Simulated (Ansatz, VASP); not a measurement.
## HfB2: VASP beside Ansatz

```
Hf B
1.0
     3.14000    0.00000    0.00000
    -1.57000    2.71932    0.00000
     0.00000    0.00000    3.48000
Hf B
1 2
Direct
  0.00000 0.00000 0.00000
  0.66667 0.33333 0.50000
  0.33333 0.66667 0.50000
```

Alike in both runs: task single point; functional PBE; k mesh 4 × 4 × 3; occupations fermi-dirac, width 0.04 eV; no spin polarisation.

|  | VASP | Ansatz |
| --- | --- | --- |
| version | VASP 6.6.1 | Ansatz 0.2.0 |
| potentials or method | VASP PAW PBE potentials, release 64 (Hf_pv, B), cutoff 520 eV | all-electron LAPW, scalar-relativistic |

Ansatz gave:

| Item | Value |
| --- | --- |
| gap on the k mesh at the Fermi level (eV) | none |
| pressure (GPa) | 1.7 |
| traceless stress, the component that is largest in VASP (GPa) | 0.16 |

Which values does VASP return?

gap on the k mesh at the Fermi level (eV): none; pressure (GPa): 1.2; traceless stress, the component that is largest in VASP (GPa): 0.30.

A gap of «none» marks a metal or a gap that the smearing closes. Ansatz ran all-electron here, and VASP with PAW potentials.

The k mesh is coarse, so the values compare programs but aren't converged. Spin-orbit coupling is off throughout.
